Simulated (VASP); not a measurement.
## SnO2: single point with LDA

Crystal: SnO2.

```
Sn O
1.0
    -1.98611    2.18472    5.09017
     1.98611   -2.18472    5.09017
     1.98611    2.18472   -5.09017
Sn O
2 4
Direct
  0.75000 0.25000 0.50000
  0.00000 0.00000 0.00000
  0.79700 0.79700 0.00000
  0.95300 0.45300 0.50000
  0.20300 0.20300 0.00000
  0.54700 0.04700 0.50000
```

This cell differs from its parent crystal: strain +0.1000 x Voigt [0, 1, 0, 0, 0, 0].

* Program: VASP 6.6.1
* Task: single point
* Functional: LDA
* Potentials or basis: VASP PAW LDA potentials, release 64 (Sn_d, O)
* Cutoff: 520 eV
* k mesh: 10 × 10 × 10
* Occupations: gaussian, width 0.05 eV
* Spin: no spin polarisation

The pressure is -10.3 GPa, the largest force is 1.655 eV/Å and the band gap on the k mesh is 0.93 eV (least direct gap 1.00 eV).

Forces in eV/Å, atoms in the order of the input:
```
Sn   0.000  0.000 -1.655
Sn   0.000  0.000  1.655
O    0.000  0.000  0.138
O    0.000  0.000 -0.138
O    0.000  0.000 -0.188
O    0.000  0.000  0.188
```

Stress tensor (GPa, compression positive):
```
 -0.29   0.00   0.00
  0.00 -22.59   0.00
  0.00   0.00  -8.15
```

Levels at points of the mesh, in eV from the valence-band top:
```
           k point  band 23  band 24  band 25  band 26  band 27  band 28  band 29  band 30
(0.00, 0.00, 0.00)    -0.91    -0.76    -0.51    -0.07     0.93     4.74     8.77     9.37
(0.50, 0.00, 0.00)    -0.69    -0.52    -0.41    -0.37     3.88     5.14     6.88     7.20
(0.00, 0.50, 0.00)    -1.32    -1.23    -0.61    -0.39     4.12     5.49     7.49     8.06
(0.50, 0.50, 0.00)    -0.77    -0.77    -0.19    -0.19     6.11     6.11     6.62     6.62
(0.50, 0.50, 0.50)    -1.43    -0.71    -0.68     0.00     3.48     3.51     7.18     7.26
```

Wall time 7.7 min on 1 thread of Intel(R) Xeon(R) 6975P-C (Granite Rapids) (shared host), peak memory 0.54 GiB.

Caveat: the cell differs from its parent crystal (strain +0.1000 x Voigt [0, 1, 0, 0, 0, 0]); the stress differs along the axes, from -23 to -0 GPa; spin-orbit coupling is left out, which moves the levels of the heavy elements; forces of over 1 eV/Å act on the atoms, so gaps and moduli don't describe the material at rest. A k mesh can miss the band edges.
